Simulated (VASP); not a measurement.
# InPt3C (Pm-3m) in VASP: notebook

The runs below take InPt3C through single point, with r2SCAN.

All numbers are computed with VASP 6.6.1; they aren't measurements. Logs are shortened: lines on timing, memory, paths and dates and some standing lists are left out, and cuts for length are marked.

### 1 The cell of the first run

It takes space group Pm-3m (No. 221, cubic). The conventional cell has a = 4.223 Å, b = 4.223 Å, c = 4.223 Å, α = 90.00°, β = 90.00°, γ = 90.00°. In (site symmetry m-3m) has 12 Pt at 2.99 Å and 8 C at 3.66 Å within 3.9 Å. Within 2.8 Å of C (site symmetry m-3m) lie 6 Pt at 2.11 Å. Pt (site symmetry 4/mmm) has 2 C at 2.11 Å within 2.8 Å.

### 2 Single point, r2SCAN

The input, POSCAR:

```
InPt3C
1.0
    4.2227399350      0.0000000000      0.0000000000
    0.0000000000      4.2227399350      0.0000000000
    0.0000000000      0.0000000000      4.2227399350
In C Pt
1 1 3
Direct
    0.0000000000      0.0000000000      0.0000000000
    0.5000000000      0.5000000000      0.5000000000
    0.5000000000      0.5000000000      0.0000000000
    0.0000000000      0.5000000000      0.5000000000
    0.5000000000      0.0000000000      0.5000000000
```

The input, INCAR.step1:

```
PREC = Accurate ; ENCUT = 520
ISMEAR = 0 ; SIGMA = 0.1
LREAL = False ; LASPH = True
NELM = 60 ; NBANDS = 32
GGA = PE ; ALGO = Normal
EDIFF = 1E-4 ; LWAVE = True
LCHARG = False
```

The input, INCAR.step2:

```
PREC = Accurate ; ENCUT = 520
EDIFF = 1E-6 ; ISMEAR = 0
SIGMA = 0.1 ; LREAL = False
LASPH = True ; NELM = 60
ALGO = Normal ; ISIF = 2
LWAVE = False ; LCHARG = True
METAGGA = R2SCAN ; LMIXTAU = True
LELF = True ; LVHAR = True
NBANDS = 32 ; ISTART = 1
```

The input, KPOINTS:

```
regular mesh
0
Gamma
  5 5 5
```

Potentials or basis: VASP PAW PBE potentials, release 64 (In_d, C, Pt).

Run with:

```sh
$ cat potpaw_PBE.64/In_d/POTCAR potpaw_PBE.64/C/POTCAR potpaw_PBE.64/Pt/POTCAR > POTCAR
$ cp INCAR.step1 INCAR
$ mpirun -np 1 vasp_std > vasp.out
$ cp INCAR.step2 INCAR
$ mpirun -np 1 vasp_std > vasp.out
```

OUTCAR:

```text
PREC = Accurate
   ENCUT = 520
   EDIFF = 1E-6
   ISMEAR = 0
   LREAL = False
   LASPH = True
   NELM = 60
   ISIF = 2
   METAGGA = R2SCAN
   ISTART = 1

 ion  position               nearest neighbor table
   1  0.000  0.000  0.000-   3 2.99   4 2.99   5 2.99   4 2.99   5 2.99   3 2.99   4 2.99   4 2.99
                             3 2.99   5 2.99   5 2.99   3 2.99
   2  0.500  0.500  0.500-   3 2.11   4 2.11   5 2.11   3 2.11   5 2.11   4 2.11
   3  0.500  0.500  0.000-   2 2.11   2 2.11   4 2.99   5 2.99   1 2.99   4 2.99   5 2.99   1 2.99
                             5 2.99   5 2.99   1 2.99   4 2.99   4 2.99   1 2.99
   4  0.000  0.500  0.500-   2 2.11   2 2.11   3 2.99   5 2.99   1 2.99   3 2.99   1 2.99   5 2.99
                             1 2.99   1 2.99   3 2.99   5 2.99   3 2.99   5 2.99
   5  0.500  0.000  0.500-   2 2.11   2 2.11   3 2.99   4 2.99   1 2.99   3 2.99   1 2.99   3 2.99
                             4 2.99   3 2.99   1 2.99   4 2.99   1 2.99   4 2.99

  LATTYP: Found a simple cubic cell.
 ALAT       =     4.2227399350

  Lattice vectors:

 A1 = (   4.2227399350,   0.0000000000,   0.0000000000)
 A2 = (   0.0000000000,   4.2227399350,   0.0000000000)
 A3 = (   0.0000000000,   0.0000000000,   4.2227399350)

Analysis of symmetry for initial positions (statically):
=====================================================================
 Subroutine PRICEL returns:
 Original cell was already a primitive cell.

 Routine SETGRP: Setting up the symmetry group for a
 simple cubic supercell.

 Subroutine GETGRP returns: Found 48 space group operations
 (whereof 48 operations were pure point group operations)
 out of a pool of 48 trial point group operations.

The static configuration has the point symmetry O_h .

Analysis of symmetry for dynamics (positions and initial velocities):
=====================================================================
 Subroutine PRICEL returns:
 Original cell was already a primitive cell.

 Routine SETGRP: Setting up the symmetry group for a
 simple cubic supercell.

 Subroutine GETGRP returns: Found 48 space group operations
 (whereof 48 operations were pure point group operations)
 out of a pool of 48 trial point group operations.

The dynamic configuration has the point symmetry O_h .

 Subroutine INISYM returns: Found 48 space group operations
 (whereof 48 operations are pure point group operations),
 and found     1 'primitive' translations

----------------------------------------------------------------------------------------

                                     Primitive cell

  volume of cell :      75.2979
[... 84 lines left out ...]
   IBRION =     -1    ionic relax: 0-MD 1-quasi-New 2-CG
   NFREE  =      0    steps in history (QN), initial steepest desc. (CG)
   ISIF   =      2    stress and relaxation
   ISYM   =      2    0-nonsym 1-usesym 2-fastsym
   POTIM  = 0.5000    time-step for ionic-motion
   TEBEG  =    0.0;   TEEND  =   0.0 temperature during run
   PSTRESS=    0.0 pullay stress
   NELECT =      47.0000    total number of electrons
   NUPDOWN=      -1.0000    fix difference up-down
   EMIN   =  10.00;   EMAX   =-10.00  energy-range for DOS
   EFERMI =   0.00;   METHOD = LEGACY
   ISMEAR =     0;   SIGMA  =   0.10  broadening in eV -4-tet -1-fermi 0-gaus
   EFERMI_NEDOS =   21; number of points for ismear=-14 and -15
   IALGO  =     38    algorithm
   IMIX   =      4    mixing-type and parameters
     AMIX     =   0.40;   BMIX     =  1.00
     AMIX_MAG =   1.60;   BMIX_MAG =  1.00
  volume/ion in A,a.u.               =      15.06       101.63
  Fermi-wavevector in a.u.,A,eV,Ry     =   1.399093  2.643902 26.632860  1.957460
  Thomas-Fermi vector in A             =   2.522186
   LORBIT       =      0    0 simple, 1 ext, 2 COOP (PROOUT), +10 PAW based schemes
   METAGGA = R2SCAN    functional components
   LHFCALC =     F    Hartree Fock is set to
   AEXX    =    0.0000 exact exchange contribution
   IVDW    =     0    specifies the selected vdW correction
   LEPSILON=     F    determine dielectric tensor
   LRPA    =     F    only Hartree local field effects (RPA)
 non-spin polarized calculation
 Gauss-broadening in eV      SIGMA  =   0.10
  energy-cutoff  :      520.00
  volume of cell :       75.30
 maximum number of plane-waves:      2043
 NGX is ok and might be reduce to    32
   NGX = 15   NGY = 15   NGZ = 15

 number of electron      47.0000021 magnetization

 Free energy of the ion-electron system (eV)
  ---------------------------------------------------
  ext. energy  EPLUGINS =         0.00000000
  ---------------------------------------------------
  free energy    TOTEN  =      -185.91393325 eV

  energy without entropy =     -185.89304392  energy(sigma->0) =     -185.90348858

 E-fermi :  10.3165     XC(G=0): -13.5623

 val. band max:       10.2906151528   @ k =   0.2000   0.2000   0.2000
 cond. band min:      10.7477015134   @ k =   0.4000   0.2000   0.0000
 fundamental gap:      0.4570863607
 Fermi energy:        10.3164995214

 k-point     1 :       0.0000    0.0000    0.0000
  band No.  band energies     occupation
      1      -5.3157      2.00000
      2      -5.3157      2.00000
      3      -5.2958      2.00000
      4      -5.2958      2.00000
      5      -5.2958      2.00000
      6      -5.1184      2.00000
[... 339 lines left out ...]
     31      18.8695      0.00000
     32      20.7828      0.00000

------------------------ aborting loop because EDIFF is reached ----------------------------------------

  FORCE on cell =-STRESS in cart. coord.  units (eV):
  Direction    XX          YY          ZZ          XY          YZ          ZX
  --------------------------------------------------------------------------------------
  -------------------------------------------------------------------------------------
  Total        0.3486332      0.3486332      0.3486332      0.0000000      0.0000000      0.0000000
  in kB        7.4181621      7.4181621      7.4181621      0.0000000      0.0000000      0.0000000
  external PRESSURE =       7.4181621 kB  Pullay stress =       0.0000000 kB

 VOLUME and BASIS-vectors are now :
 -----------------------------------------------------------------------------
  energy-cutoff  :      520.00
  volume of cell :       75.30
      direct lattice vectors                 reciprocal lattice vectors
     4.222739935  0.000000000  0.000000000     0.236813068  0.000000000  0.000000000
     0.000000000  4.222739935  0.000000000     0.000000000  0.236813068  0.000000000
     0.000000000  0.000000000  4.222739935     0.000000000  0.000000000  0.236813068

 POSITION                                       TOTAL-FORCE (eV/Angst)
 -----------------------------------------------------------------------------------
      0.00000      0.00000      0.00000         0.000000      0.000000      0.000000
      2.11137      2.11137      2.11137         0.000000      0.000000      0.000000
      2.11137      2.11137      0.00000         0.000000      0.000000      0.000000
      0.00000      2.11137      2.11137         0.000000      0.000000      0.000000
      2.11137      0.00000      2.11137         0.000000      0.000000      0.000000
 -----------------------------------------------------------------------------------
    total drift:                                0.000000     -0.000000     -0.000000

  FREE ENERGIE OF THE ION-ELECTRON SYSTEM (eV)
  ---------------------------------------------------
  free  energy   TOTEN  =      -185.9139332478 eV

  energy  without entropy=     -185.8930439154  energy(sigma->0) =     -185.90348858
```

OUTCAR.step1:

```text
PREC = Accurate
   ENCUT = 520
   ISMEAR = 0
   LREAL = False
   LASPH = True
[... 569 lines left out ...]
      2.11137      2.11137      2.11137         0.000000      0.000000      0.000000
      2.11137      2.11137      0.00000         0.000000      0.000000      0.000000
      0.00000      2.11137      2.11137         0.000000      0.000000      0.000000
      2.11137      0.00000      2.11137         0.000000      0.000000      0.000000
 -----------------------------------------------------------------------------------
    total drift:                                0.000000     -0.000000     -0.000000

  FREE ENERGIE OF THE ION-ELECTRON SYSTEM (eV)
  ---------------------------------------------------
  free  energy   TOTEN  =       -28.8304934441 eV

  energy  without entropy=      -28.8111706620  energy(sigma->0) =      -28.82083205
```

It took 76 s on 1 thread of Intel Xeon 8259CL, shared host; peak memory 0.19 GiB.

Results:

```yaml
Free_energy: -185.9139 eV
Pressure: 0.7 GPa
Band_gap_on_the_k_mesh: zero (an odd number of electrons rules out a gap without spin polarisation)
```

Caveat: the PAW data sets were made with another functional, which shifts forces and pressure a little; spin-orbit coupling is left out, which moves the levels of the heavy elements.

### 3 Single point, r2SCAN

This run uses another cell than the first one, of 15.36 Å³/atom.

POSCAR: that of step 2 with these lines changed.

```diff
@@ -2,5 +2,5 @@
 1.0
-    4.2227399350      0.0000000000      0.0000000000
-    0.0000000000      4.2227399350      0.0000000000
-    0.0000000000      0.0000000000      4.2227399350
+    4.2507059151      0.0000000000      0.0000000000
+    0.0000000000      4.2507059151      0.0000000000
+    0.0000000000      0.0000000000      4.2507059151
 In C Pt
```

The input, INCAR.step1:

```
SYSTEM = InPt3C
  PREC = Accurate
  ENCUT = 520
  ISMEAR = 0
  SIGMA = 0.1
  LREAL = .False.
  LASPH = .True.
  NELM = 80
  NBANDS = 32
  GGA = PE
  ALGO = Normal
  EDIFF = 1E-4
  LWAVE = .True.
  LCHARG = .False.
```

The input, INCAR.step2:

```
SYSTEM = InPt3C
  PREC = Accurate
  ENCUT = 520
  EDIFF = 1E-6
  ISMEAR = 0
  SIGMA = 0.1
  LREAL = .False.
  LASPH = .True.
  NELM = 80
  ALGO = Normal
  ISIF = 2
  LWAVE = .False.
  LCHARG = .False.
  METAGGA = R2SCAN
  LMIXTAU = .True.
  NBANDS = 32
  ISTART = 1
```

The input, KPOINTS:

```
regular mesh
0
Gamma
  5 5 5
  0 0 0
```

Potentials or basis: VASP PAW PBE potentials, release 64 (In_d, C, Pt).

Run with:

```sh
$ cat potpaw_PBE.64/In_d/POTCAR potpaw_PBE.64/C/POTCAR potpaw_PBE.64/Pt/POTCAR > POTCAR
$ cp INCAR.step1 INCAR
$ mpirun -np 1 vasp_std > vasp.out
$ cp INCAR.step2 INCAR
$ mpirun -np 1 vasp_std > vasp.out
```

It took 74 s on 1 thread of Intel Xeon 8259CL, shared host; peak memory 0.2 GiB.

The run converged. Its results:

| Item | Value |
| --- | --- |
| Free energy | -185.9022 eV |
| Pressure | -3.3 GPa |
| Band gap on the k mesh | zero (an odd number of electrons rules out a gap without spin polarisation) |

Levels at points of the mesh, in eV from the Fermi level:
| k point | band 20 | band 21 | band 22 | band 23 | band 24 | band 25 | band 26 | band 27 | band 28 | band 29 |
| --- | --- | --- | --- | --- | --- | --- | --- | --- | --- | --- |
| (0.00, 0.00, 0.00) | -2.53 | -0.92 | -0.87 | -0.87 | -0.87 | 1.89 | 1.89 | 1.89 | 2.62 | 4.28 |

Caveat: the cell stands under tension; the PAW data sets were made with another functional, which shifts forces and pressure a little; spin-orbit coupling is left out, which moves the levels of the heavy elements.
